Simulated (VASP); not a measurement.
# ScOs3 in VASP: single point with PBE+U

Aim: the single point of ScOs3 with PBE+U.

Program: VASP 6.6.1. These are calculated values, not measurements. Logs are shortened: lines on timing, memory, paths and dates and some standing lists are left out, and cuts for length are marked.

**1. The cell of the first run**

The typed cell holds 8 atoms: a = 5.515 Å, b = 5.515 Å, c = 4.505 Å, α = 90.00°, β = 90.00°, γ = 120.00°.

**2. Single point, PBE+U, collinear spin, zero start**

File INCAR:

```
PREC = Accurate
ENCUT = 520
EDIFF = 1E-7
ISMEAR = 1
SIGMA = 0.0694
LREAL = F
LASPH = T
NELM = 150
ALGO = Normal
ISIF = 2
LWAVE = F
LCHARG = F
ISPIN = 2
MAGMOM = 0 0 0 0 0 0 0 0
LORBIT = 11
LMAXMIX = 4
LDAU = T
LDAUTYPE = 2
LDAUL = -1 2
LDAUU = 0 2
LDAUJ = 0 0
LDAUPRINT = 1
GGA = PE
NBANDS = 49
```

File KPOINTS:

```
regular mesh
0
Gamma
  4 4 4
```

File POSCAR:

```
ScOs3
1.0
    5.5151460000      0.0000000000      0.0000000000
   -2.7575730000      4.7762620000      0.0000000000
    0.0000000000      0.0000000000      4.5047300000
Os Sc
6 2
Direct
    0.8390000000      0.6780000000      0.2500000000
    0.1610000000      0.8390000000      0.7500000000
    0.3220000000      0.1610000000      0.2500000000
    0.1610000000      0.3220000000      0.7500000000
    0.8390000000      0.1610000000      0.2500000000
    0.6780000000      0.8390000000      0.7500000000
    0.3333000000      0.6667000000      0.2500000000
    0.6666000000      0.3333000000      0.7500000000
```

Potentials or basis: VASP PAW PBE potentials, release 64 (Os, Sc_sv).

Command:

```bash
> cat potpaw_PBE.64/Os/POTCAR potpaw_PBE.64/Sc_sv/POTCAR > POTCAR
> mpirun -np 1 vasp_std > vasp.out
```

OUTCAR:

```text
PREC = Accurate
   ENCUT = 520
   EDIFF = 1E-7
   ISMEAR = 1
   LREAL = F
   LASPH = T
   NELM = 150
   ISIF = 2
   ISPIN = 2
   LORBIT = 11
   GGA = PE

 ion  position               nearest neighbor table
   1  0.839  0.678  0.250-   3 2.66   5 2.66   2 2.73   6 2.73   2 2.73   6 2.73   7 2.76   7 2.76
                             8 2.79   8 2.79   5 2.85   3 2.85
   2  0.161  0.839  0.750-   6 2.66   4 2.66   1 2.73   1 2.73   3 2.73   3 2.73   8 2.76   8 2.76
                             7 2.79   7 2.79   6 2.85   4 2.85
   3  0.322  0.161  0.250-   5 2.66   1 2.66   4 2.73   4 2.73   2 2.73   2 2.73   7 2.76   7 2.76
                             8 2.79   8 2.79   5 2.85   1 2.85
   4  0.161  0.322  0.750-   2 2.66   6 2.66   5 2.73   3 2.73   3 2.73   5 2.73   8 2.76   8 2.76
                             7 2.79   7 2.79   2 2.85   6 2.85
   5  0.839  0.161  0.250-   3 2.66   1 2.66   4 2.73   4 2.73   6 2.73   6 2.73   7 2.76   7 2.76
                             8 2.79   8 2.79   3 2.85   1 2.85
   6  0.678  0.839  0.750-   2 2.66   4 2.66   1 2.73   1 2.73   5 2.73   5 2.73   8 2.76   8 2.76
                             7 2.79   7 2.79   2 2.85   4 2.85
   7  0.333  0.667  0.250-   1 2.76   3 2.76   5 2.76   5 2.76   1 2.76   3 2.76   2 2.79   2 2.79
                             6 2.79   6 2.79   4 2.79   4 2.79
   8  0.667  0.333  0.750-   4 2.76   2 2.76   6 2.76   6 2.76   4 2.76   2 2.76   3 2.79   3 2.79
                             5 2.79   5 2.79   1 2.79   1 2.79

  LATTYP: Found a hexagonal cell.
 ALAT       =     5.5151460000
 C/A-ratio  =     0.8167925201

  Lattice vectors:

 A1 = (   5.5151460000,   0.0000000000,   0.0000000000)
 A2 = (  -2.7575730000,   4.7762620000,   0.0000000000)
 A3 = (   0.0000000000,   0.0000000000,   4.5047300000)

Analysis of symmetry for initial positions (statically):
=====================================================================
 Subroutine PRICEL returns:
 Original cell was already a primitive cell.

 Routine SETGRP: Setting up the symmetry group for a
 hexagonal supercell.

 Subroutine GETGRP returns: Found  4 space group operations
 (whereof  2 operations were pure point group operations)
 out of a pool of 24 trial point group operations.

The static configuration has the point symmetry C_2 .
 The point group associated with its full space group is C_2v.

Analysis of symmetry for dynamics (positions and initial velocities):
=====================================================================
 Subroutine PRICEL returns:
 Original cell was already a primitive cell.

[... 246 lines left out ...]
  ext. energy  EPLUGINS =         0.00000000
  ---------------------------------------------------
  free energy    TOTEN  =       -76.64545083 eV

  energy without entropy =      -76.64769640  energy(sigma->0) =      -76.64619935

 E-fermi :   7.9923     XC(G=0): -13.3044

 val. band max:        7.9824617907   @ k =   0.2500   0.0000   0.5000
 cond. band min:       8.0527004384   @ k =   0.5000   0.2500   0.0000
 fundamental gap:      0.0702386477
 Fermi energy:         7.9922615340

 spin component 1

 k-point     1 :       0.0000    0.0000    0.0000
  band No.  band energies     occupation
      1     -40.4013      1.00000
      2     -40.3945      1.00000
      3     -19.1662      1.00000
      4     -19.1662      1.00000
      5     -19.1540      1.00000
      6     -19.1350      1.00000
[... 1039 lines left out ...]
     46      11.7097      0.00000
     47      12.3468      0.00000
 Fermi energy:         7.9922615340

 spin component 2

 k-point     1 :       0.0000    0.0000    0.0000
  band No.  band energies     occupation
      1     -40.4013      1.00000
      2     -40.3945      1.00000
      3     -19.1662      1.00000
      4     -19.1662      1.00000
      5     -19.1540      1.00000
      6     -19.1350      1.00000
[... 1039 lines left out ...]
     46      11.7097      0.00000
     47      12.3468      0.00000
 [bands above 47 left out]

------------------------ aborting loop because EDIFF is reached ----------------------------------------

  FORCE on cell =-STRESS in cart. coord.  units (eV):
  Direction    XX          YY          ZZ          XY          YZ          ZX
  --------------------------------------------------------------------------------------
  -------------------------------------------------------------------------------------
  Total       13.0754909     13.0722478      9.9704548      0.0000000      0.0000000      0.0000000
  in kB      176.5446923    176.5009041    134.6206339      0.0000000      0.0000000      0.0000000
  external PRESSURE =     162.5554101 kB  Pullay stress =       0.0000000 kB

 VOLUME and BASIS-vectors are now :
 -----------------------------------------------------------------------------
  energy-cutoff  :      520.00
  volume of cell :      118.66
      direct lattice vectors                 reciprocal lattice vectors
     5.515146000  0.000000000  0.000000000     0.181318863  0.104684375  0.000000000
    -2.757573000  4.776262000  0.000000000     0.000000000  0.209368749  0.000000000
     0.000000000  0.000000000  4.504730000     0.000000000  0.000000000  0.221988887

 POSITION                                       TOTAL-FORCE (eV/Angst)
 -----------------------------------------------------------------------------------
      2.75757      3.23831      1.12618        -0.002737     -0.988492      0.000000
     -1.42567      4.00728      3.37855         0.854003     -0.496302      0.000000
      1.33191      0.76898      1.12618         0.854003      0.496302      0.000000
      0.00000      1.53796      3.37855        -0.002737      0.988492     -0.000000
      4.18324      0.76898      1.12618        -0.855228      0.493854      0.000000
      1.42567      4.00728      3.37855        -0.855228     -0.493854     -0.000000
     -0.00028      3.18433      1.12618         0.003962     -0.002488      0.000000
      2.75730      1.59193      3.37855         0.003962      0.002488      0.000000
 -----------------------------------------------------------------------------------
    total drift:                               -0.000099     -0.000000      0.000000

  FREE ENERGIE OF THE ION-ELECTRON SYSTEM (eV)
  ---------------------------------------------------
  free  energy   TOTEN  =       -76.6454508291 eV

  energy  without entropy=      -76.6476963995  energy(sigma->0) =      -76.64619935

 total charge

# of ion       s       p       d       tot
------------------------------------------
    1        0.686   0.634   6.065   7.385
    2        0.686   0.634   6.065   7.385
    3        0.686   0.634   6.065   7.385
    4        0.686   0.634   6.065   7.385
    5        0.686   0.634   6.065   7.385
    6        0.686   0.634   6.065   7.385
    7        2.287   6.292   1.201   9.780
    8        2.287   6.292   1.201   9.780
--------------------------------------------------
tot          8.690  16.388  38.792  63.870

 magnetization (x)

# of ion       s       p       d       tot
------------------------------------------
    1       -0.000   0.000  -0.000  -0.000
    2       -0.000   0.000   0.000   0.000
    3       -0.000   0.000   0.000   0.000
    4       -0.000   0.000  -0.000  -0.000
    5       -0.000   0.000  -0.000  -0.000
    6       -0.000   0.000  -0.000  -0.000
    7        0.000  -0.000   0.000   0.000
    8        0.000  -0.000   0.000   0.000
--------------------------------------------------
tot         -0.000  -0.000   0.000  -0.000
```

OSZICAR:

```text
N       E                     dE             d eps       ncg     rms          rms(c)
DAV:   1     0.894164109531E+03    0.89416E+03   -0.30950E+04  4124   0.149E+03
DAV:   2     0.239070948852E+02   -0.87026E+03   -0.84239E+03  4116   0.525E+02
DAV:   3    -0.719636766151E+02   -0.95871E+02   -0.87453E+02  6272   0.159E+02
DAV:   4    -0.811447178270E+02   -0.91810E+01   -0.87141E+01  6824   0.587E+01
DAV:   5    -0.813964995546E+02   -0.25178E+00   -0.24767E+00  6408   0.937E+00    0.353E+01
DAV:   6    -0.776087995661E+02    0.37877E+01   -0.58292E+00  6007   0.130E+01    0.138E+01
DAV:   7    -0.767032116826E+02    0.90559E+00   -0.29220E+00  6368   0.130E+01    0.420E+00
DAV:   8    -0.766588883933E+02    0.44323E-01   -0.15257E-01  6360   0.239E+00    0.177E+00
DAV:   9    -0.766459512923E+02    0.12937E-01   -0.23707E-02  5896   0.944E-01    0.426E-01
DAV:  10    -0.766455755008E+02    0.37579E-03   -0.34075E-03  6792   0.562E-01    0.196E-01
DAV:  11    -0.766454867134E+02    0.88787E-04   -0.62187E-04  6592   0.187E-01    0.137E-01
DAV:  12    -0.766454566651E+02    0.30048E-04   -0.15696E-04  6440   0.930E-02    0.822E-02
DAV:  13    -0.766454593401E+02   -0.26749E-05   -0.53464E-05  6288   0.451E-02    0.195E-02
DAV:  14    -0.766454545333E+02    0.48068E-05   -0.18685E-05  6264   0.315E-02    0.765E-03
DAV:  15    -0.766454516939E+02    0.28393E-05   -0.50408E-06  5040   0.114E-02    0.380E-03
DAV:  16    -0.766454509081E+02    0.78586E-06   -0.47521E-07  4520   0.526E-03    0.186E-03
DAV:  17    -0.766454508291E+02    0.79003E-07   -0.56295E-08  3032   0.223E-03
   1 F= -.76645451E+02 E0= -.76646199E+02  d E =0.224557E-02  mag=    -0.0000
```

stdout:

```text
POSCAR found type information on POSCAR OsSc
 POSCAR found :  2 types and       8 ions
 scaLAPACK will be used
 LDA part: xc-table for (Slater+PW92), standard interpolation
 POSCAR, INCAR and KPOINTS ok, starting setup
 FFT: planning ... GRIDC
 FFT: planning ... GRID_SOFT
 FFT: planning ... GRID
 WAVECAR not read
 entering main loop
```

It took 11 min on 1 thread of Intel Xeon 8259CL, shared host; peak memory 0.39 GiB.

What came out:

```yaml
Free_energy: -76.6455 eV
Pressure: 16.3 GPa
Largest_force: 0.988 eV/Å
Band_gap_on_the_k_mesh: zero (filled and empty bands overlap)
Net_moment: 0.00 μB per cell
Valence_electrons_inside_the_program's_atomic_spheres: Os 7.38; Sc 9.78
```

Forces on the atoms (eV/Å):
```
Os  -0.003 -0.988  0.000
Os   0.854 -0.496  0.000
Os   0.854  0.496  0.000
Os  -0.003  0.988  0.000
Os  -0.855  0.494  0.000
Os  -0.855 -0.494  0.000
Sc   0.004 -0.002  0.000
Sc   0.004  0.002  0.000
```

Levels at points of the mesh, in eV from the Fermi level:
Spin up:
```csv
k point,band 33,band 34,band 35,band 36,band 37,band 38
"(0.00, 0.00, 0.00)",-0.38,-0.38,-0.03,0.21,0.21,0.59
"(0.50, 0.00, 0.00)",-0.88,-0.67,-0.34,-0.33,-0.05,0.23
"(0.00, 0.50, 0.00)",-0.88,-0.67,-0.34,-0.33,-0.05,0.23
"(0.00, 0.00, 0.50)",0.38,0.38,0.78,0.78,0.78,0.78
"(0.50, 0.00, 0.50)",-0.68,-0.68,-0.63,-0.63,0.56,0.56
"(0.00, 0.50, 0.50)",-0.68,-0.68,-0.63,-0.63,0.56,0.56
```
Spin down:
```
           k point  band 31  band 32  band 33  band 34  band 35  band 36  band 37  band 38  band 39  band 40
(0.00, 0.00, 0.00)    -0.56    -0.56    -0.38    -0.38    -0.03     0.21     0.21     0.59     0.91     2.60
(0.50, 0.00, 0.00)    -1.02    -0.96    -0.88    -0.67    -0.34    -0.33    -0.05     0.23     0.30     1.08
(0.00, 0.50, 0.00)    -1.02    -0.96    -0.88    -0.67    -0.34    -0.33    -0.05     0.23     0.30     1.08
(0.00, 0.00, 0.50)     0.38     0.38     0.38     0.38     0.78     0.78     0.78     0.78     1.71     1.71
(0.50, 0.00, 0.50)    -0.84    -0.84    -0.68    -0.68    -0.63    -0.63     0.56     0.56     0.67     0.67
(0.00, 0.50, 0.50)    -0.84    -0.84    -0.68    -0.68    -0.63    -0.63     0.56     0.56     0.67     0.67
```

Eigenvalues of the final occupation matrices:
```tsv
site	spin	trace	eigenvalues
site 7 d	1	0.61	0.11 0.11 0.13 0.13 0.14
site 7 d	2	0.61	0.11 0.11 0.13 0.13 0.14
site 8 d	1	0.61	0.11 0.11 0.13 0.13 0.14
site 8 d	2	0.61	0.11 0.11 0.13 0.13 0.14
```

Caveat: the cell stands under pressure; spin-orbit coupling is left out, which moves the levels of the heavy elements; the U is typed as a test and isn't derived for this compound.

The gap in the log of VASP goes by the Fermi energy; the results here count the filled bands.